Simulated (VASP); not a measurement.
# BeB15N15 (a cell with a defect) (Be_B-V_N) in VASP: electric field gradients with HSE06

Aim: the electric field gradients of BeB15N15 (a cell with a defect) (Be_B-V_N) with HSE06.

Program: VASP 6.6.1. These are calculated values, not measurements. Logs are shortened: lines on timing, memory, paths and dates and some standing lists are left out, and cuts for length are marked.

### 1 The cell of the first run

The cell holds a defect, 31 atoms: a = 6.277 Å, b = 6.277 Å, c = 6.277 Å, α = 109.47°, β = 109.47°, γ = 109.47°.

### 2 Electric field gradients, HSE06, collinear spin

Contents of POSCAR:

```
BeB15N15
1.0
   -3.6241103844      3.6241103844     -3.6241103844
    3.6241103844      3.6241103844      3.6241103844
    3.6241103844     -3.6241103844     -3.6241103844
B Be N
15 1 15
Direct
   -0.0016626435     -0.0023632141     -0.0365544443
    0.0029882431      0.2500875897      0.7484068699
    0.0029684728      0.4976064978      0.5009898409
   -0.0016830175      0.7125089630      0.2485113368
    0.2507960674      0.0022751352      0.7484872934
    0.2507541377      0.4975570772      0.2531630065
    0.2441141621      0.7470042424     -0.0020852136
    0.4982495125      0.0022037191      0.5009968420
    0.4982489260      0.2500380972      0.2531260238
    0.4977065351      0.4969968189      0.0018100599
    0.4976755841      0.7508609056      0.7479009996
    0.7132814334     -0.0024161329      0.2485011802
    0.7477522931      0.2433581934     -0.0020586191
    0.7516068219      0.4969792021      0.7479179547
    0.7477196778      0.7469848133      0.4942786166
    0.2702004800      0.2694596419      0.5203801070
   -0.0020265131      0.2462114753      0.0017890807
    0.0022379426      0.4997222242      0.7506515002
   -0.0020404542      0.7508335608      0.4971397879
    0.2469277563     -0.0027454400      0.0017611934
    0.2483844167      0.2476775263      0.7612994033
    0.2483381594      0.5103626661      0.4986413093
    0.2469246079      0.7508315903      0.2481880678
    0.5004401605      0.0014768828      0.7506143246
    0.5110500190      0.2476010164      0.4985806131
    0.5004365365      0.4996992755      0.2524355639
    0.5010296569      0.7500047639      0.0009560619
    0.7515437525     -0.0027877996      0.4970980274
    0.7515479490      0.2462052949      0.2481498284
    0.7507291728      0.5003621028      0.0009293485
    0.7506994687      0.7499813608      0.7512478472
```

Contents of INCAR.step1:

```
PREC = Accurate
ENCUT = 520
ISMEAR = -1
SIGMA = 0.01
LREAL = Auto
LASPH = T
NELM = 150
ALGO = Normal
ISIF = 2
LWAVE = T
LCHARG = F
ISPIN = 2
MAGMOM = 0.05 0 0 0.05 0 0 0 0 0 0 0 0.05 0 0 0 0.02 0 0 0 0 0 0 0 0 0 0 0.01 0 0 0.01 0.01
LORBIT = 11
NUPDOWN = 1.0
GGA = PE
EDIFF = 1E-5
NELECT = 121.0
NBANDS = 86
```

Contents of INCAR.step2:

```
PREC = Accurate
ENCUT = 520
EDIFF = 1E-8
ISMEAR = -1
SIGMA = 0.01
LREAL = Auto
LASPH = T
NELM = 150
ALGO = Normal
ISIF = 2
LWAVE = F
LCHARG = F
ISPIN = 2
MAGMOM = 0.05 0 0 0.05 0 0 0 0 0 0 0 0.05 0 0 0 0.02 0 0 0 0 0 0 0 0 0 0 0.01 0 0 0.01 0.01
LORBIT = 11
NUPDOWN = 1.0
GGA = PE
LHFCALC = T
HFSCREEN = 0.2079
PRECFOCK = Fast
LEFG = T
ISTART = 1
NELECT = 121.0
NBANDS = 86
```

Contents of KPOINTS:

```
Automatic mesh
0
Gamma
  1 1 1
  0.25 0.25 0.25
```

Potentials or basis: VASP PAW PBE potentials, release 64 (B, Be, N).

Launch:

```console
> cat potpaw_PBE.64/B/POTCAR potpaw_PBE.64/Be/POTCAR potpaw_PBE.64/N/POTCAR > POTCAR
> cp INCAR.step1 INCAR
> mpirun -np 1 vasp_std > vasp.out
> cp INCAR.step2 INCAR
> mpirun -np 1 vasp_std > vasp.out
```

OUTCAR:

```text
PREC = Accurate
   ENCUT = 520
   EDIFF = 1E-8
   ISMEAR = -1
   LREAL = Auto
   LASPH = T
   NELM = 150
   ISIF = 2
   ISPIN = 2
   LORBIT = 11
   NUPDOWN = 1.0
   GGA = PE
   LHFCALC = T
   HFSCREEN = 0.2079
   PRECFOCK = Fast
   ISTART = 1
   NELECT = 121.0

 ion  position               nearest neighbor table
   1  0.998  0.998  0.963-  31 1.50  17 1.50  20 1.50
   2  0.003  0.250  0.748-  21 1.52  18 1.56  28 1.58  17 1.61
   3  0.003  0.498  0.501-  22 1.52  18 1.56  29 1.58  19 1.61
   4  0.998  0.713  0.249-  30 1.49  23 1.50  19 1.50
   5  0.251  0.002  0.748-  21 1.52  24 1.56  19 1.58  20 1.61
   6  0.251  0.498  0.253-  22 1.52  26 1.56  17 1.58  23 1.61
   7  0.244  0.747  0.998-  18 1.54  20 1.56  23 1.56  27 1.60
   8  0.498  0.002  0.501-  25 1.52  24 1.56  23 1.58  28 1.61
   9  0.498  0.250  0.253-  25 1.52  26 1.56  20 1.58  29 1.61
  10  0.498  0.497  0.002-  21 1.55  26 1.56  27 1.58  30 1.58
  11  0.498  0.751  0.748-  22 1.55  24 1.56  31 1.58  27 1.58
  12  0.713  0.998  0.249-  27 1.49  28 1.50  29 1.50
  13  0.748  0.243  0.998-  24 1.54  17 1.56  29 1.56  30 1.60
  14  0.752  0.497  0.748-  25 1.55  18 1.56  30 1.58  31 1.58
  15  0.748  0.747  0.494-  26 1.54  19 1.56  28 1.56  31 1.60
  16  0.270  0.269  0.520-  25 1.61  22 1.61  21 1.61
  17  0.998  0.246  0.002-   1 1.50  13 1.56   6 1.58   2 1.61
  18  0.002  0.500  0.751-   7 1.54  14 1.56   2 1.56   3 1.56
  19  0.998  0.751  0.497-   4 1.50  15 1.56   5 1.58   3 1.61
  20  0.247  0.997  0.002-   1 1.50   7 1.56   9 1.58   5 1.61
  21  0.248  0.248  0.761-   2 1.52   5 1.52  10 1.55  16 1.61
  22  0.248  0.510  0.499-   3 1.52   6 1.52  11 1.55  16 1.61
  23  0.247  0.751  0.248-   4 1.50   7 1.56   8 1.58   6 1.61
  24  0.500  0.001  0.751-  13 1.54  11 1.56   8 1.56   5 1.56
  25  0.511  0.248  0.499-   8 1.52   9 1.52  14 1.55  16 1.61
  26  0.500  0.500  0.252-  15 1.54  10 1.56   9 1.56   6 1.56
  27  0.501  0.750  0.001-  12 1.49  10 1.58  11 1.58   7 1.60
  28  0.752  0.997  0.497-  12 1.50  15 1.56   2 1.58   8 1.61
  29  0.752  0.246  0.248-  12 1.50  13 1.56   3 1.58   9 1.61
  30  0.751  0.500  0.001-   4 1.49  14 1.58  10 1.58  13 1.60
  31  0.751  0.750  0.751-   1 1.50  14 1.58  11 1.58  15 1.60

  LATTYP: Found a body centered cubic cell.
 ALAT       =     7.2482207688

  Lattice vectors:

 A1 = (  -3.6241103844,   3.6241103844,  -3.6241103844)
[... 412 lines left out ...]
     3.624110384  3.624110384  3.624110384     0.137964893  0.137964893  0.000000000
     3.624110384 -3.624110384 -3.624110384     0.137964893  0.000000000 -0.137964893

 POSITION                                       TOTAL-FORCE (eV/Angst)
 -----------------------------------------------------------------------------------
      3.48909      3.74200     -3.49417        -0.065734      0.044662      0.062000
      3.60782     -1.79513     -1.81679         0.037623     -0.027405     -0.012182
      3.60827     -0.00150     -0.02302         0.031548     -0.000279      0.013849
     -0.13517      5.29959     -1.93643        -0.057172     -0.061828     -0.052690
      1.81193     -1.79544     -3.61327         0.004746     -0.017405     -0.033126
      1.81193      1.79447     -0.02305         0.009721      0.030696      0.007928
[... 23 lines left out ...]
     -0.90399      4.53072     -0.91073        -0.037549     -0.039071     -0.033678
      2.72000      2.71603     -2.72521        -0.032750      0.034951      0.032919
 -----------------------------------------------------------------------------------
    total drift:                                0.007143      0.009837      0.005057

  FREE ENERGIE OF THE ION-ELECTRON SYSTEM (eV)
  ---------------------------------------------------
  free  energy   TOTEN  =      -313.5379883309 eV

  energy  without entropy=     -313.5379883309  energy(sigma->0) =     -313.53798833

 Electric field gradients (V/A^2)
---------------------------------------------------------------------
 ion       V_xx      V_yy      V_zz      V_xy      V_xz      V_yz
---------------------------------------------------------------------
   1      -0.175     0.334    -0.160   -17.915   -17.110    17.905
   2      -0.144     1.450    -1.306    -0.113    -5.936     4.065
   3      -0.144    -1.296     1.440     5.889     0.046     4.039
   4      -0.157    -0.163     0.320    17.092    17.911    17.927
   5      -1.305     1.448    -0.143    -4.042    -5.900     0.071
   6      -1.300    -0.147     1.446     5.865     4.033     0.084
[... 23 lines left out ...]
  30      -1.546    -1.559     3.105     8.127     1.683     1.662
  31      -1.551     3.115    -1.564    -1.649    -8.123     1.643
---------------------------------------------------------------------

 Electric field gradients after diagonalization (V/A^2)
 (convention: |V_zz| > |V_xx| > |V_yy|)
----------------------------------------------------------------------
 ion       V_xx      V_yy      V_zz     asymmetry (V_yy - V_xx)/ V_zz
----------------------------------------------------------------------
   1     -18.017   -17.277    35.294       0.021
   2       6.888     0.811    -7.699       0.789
   3       6.800     0.866    -7.666       0.774
   4     -18.042   -17.252    35.294       0.022
   5       6.823     0.848    -7.671       0.779
   6       6.800     0.831    -7.631       0.782
[... 23 lines left out ...]
  30       7.773     1.907    -9.679       0.606
  31       7.737     1.943    -9.680       0.599
----------------------------------------------------------------------

           NMR quadrupolar parameters

 Cq : quadrupolar parameter    Cq=e*Q*V_zz/h
 eta: asymmetry parameters     (V_yy - V_xx)/ V_zz
 Q  : nuclear electric quadrupole moment in mb (millibarn)
----------------------------------------------------------------------
 ion       Cq(MHz)       eta       Q (mb)
----------------------------------------------------------------------
   1       0.085       0.021       1.000
   2      -0.019       0.789       1.000
   3      -0.019       0.774       1.000
   4       0.085       0.022       1.000
   5      -0.019       0.779       1.000
   6      -0.018       0.782       1.000
[... 23 lines left out ...]
  30      -0.023       0.606       1.000
  31      -0.023       0.599       1.000
----------------------------------------------------------------------

 total charge

# of ion       s       p       d       tot
------------------------------------------
    1        0.715   1.297   0.000   2.012
    2        0.672   1.325   0.000   1.997
    3        0.672   1.326   0.000   1.997
    4        0.715   1.297   0.000   2.012
    5        0.672   1.325   0.000   1.997
    6        0.671   1.325   0.000   1.997
[... 23 lines left out ...]
   30        1.215   2.759   0.000   3.974
   31        1.215   2.759   0.000   3.974
--------------------------------------------------
tot         28.970  62.409   0.000  91.379

 magnetization (x)

# of ion       s       p       d       tot
------------------------------------------
    1        0.008   0.078   0.000   0.086
    2        0.003   0.005   0.000   0.008
    3        0.003   0.005   0.000   0.008
    4        0.008   0.078   0.000   0.086
    5        0.003   0.005   0.000   0.008
    6        0.003   0.005   0.000   0.008
[... 23 lines left out ...]
   30        0.000   0.006   0.000   0.006
   31        0.000   0.006   0.000   0.006
--------------------------------------------------
tot          0.064   0.367   0.000   0.430
```

Run time: 15 min. Hardware: 1 thread of Oxide Virtual Turin-like, shared host; peak memory 0.51 GiB.

Results:

* Free energy: -313.5380 eV
* Largest force: 0.105 eV/Å
* Net moment: 1.00 μB per cell
* Site moments: B +0.09, +0.01, +0.00; Be +0.05; N +0.00, -0.00, +0.01 μB
* Valence electrons inside the program's atomic spheres: B 2.01, 2.00, 1.99; Be 1.48; N 3.98, 3.99, 4.03, 3.97

Forces on the atoms (eV/Å):
```
B   -0.066  0.045  0.062
B    0.038 -0.027 -0.012
B    0.032  0.000  0.014
B   -0.057 -0.062 -0.053
B    0.005 -0.017 -0.033
B    0.010  0.031  0.008
B   -0.003 -0.005  0.001
B   -0.018  0.014 -0.031
B   -0.011  0.031 -0.015
B    0.026 -0.015 -0.026
B    0.026  0.025  0.012
B    0.059 -0.062  0.061
B   -0.001 -0.002  0.015
B   -0.015  0.024 -0.022
B    0.002 -0.010  0.001
Be   0.061  0.055 -0.058
N   -0.037  0.036  0.028
N    0.001 -0.013  0.019
N   -0.035 -0.020 -0.030
N   -0.027  0.031  0.034
N    0.028 -0.009 -0.034
N    0.019  0.045  0.015
N   -0.029 -0.033 -0.028
N   -0.004 -0.015 -0.003
N   -0.013  0.044 -0.031
N   -0.011  0.000  0.017
N    0.023 -0.030  0.037
N    0.035 -0.020  0.032
N    0.032 -0.035  0.021
N   -0.038 -0.039 -0.034
N   -0.033  0.035  0.033
```

Electric field gradients, principal values (V/Å²):
```csv
atom,least,middle,greatest (by size)
1 B,-17.277,-18.017,35.294
2 B,0.811,6.888,-7.699
3 B,0.866,6.800,-7.666
4 B,-17.252,-18.042,35.294
5 B,0.848,6.823,-7.671
6 B,0.831,6.800,-7.631
7 B,-0.486,-4.423,4.908
8 B,0.826,6.840,-7.666
9 B,0.820,6.818,-7.638
10 B,-0.270,-3.337,3.608
11 B,-0.273,-3.351,3.624
12 B,-17.245,-18.027,35.272
13 B,-0.542,-4.428,4.970
14 B,-0.276,-3.329,3.605
15 B,-0.513,-4.435,4.948
16 Be,-8.891,-8.925,17.816
17 N,1.980,8.240,-10.220
18 N,-0.508,-4.000,4.508
19 N,1.982,8.231,-10.213
20 N,1.970,8.241,-10.212
21 N,14.000,21.699,-35.698
22 N,13.981,21.687,-35.668
23 N,1.975,8.238,-10.213
24 N,-0.503,-4.004,4.508
25 N,13.988,21.703,-35.691
26 N,-0.514,-4.009,4.523
27 N,1.893,7.762,-9.655
28 N,1.940,8.251,-10.190
29 N,1.963,8.248,-10.211
30 N,1.907,7.773,-9.679
31 N,1.943,7.737,-9.680
```

Caveat: the k points lie up to 1.23 Å⁻¹ apart; the cell carries a net charge on a neutralising background, which shifts energy and pressure; without QUAD_EFG the Cq values of the log hold for a quadrupole moment of 1 mb, not for the nuclei; the PAW data sets were made with another functional, which shifts forces and pressure a little; the total moment is fixed, so each spin has its own Fermi level.
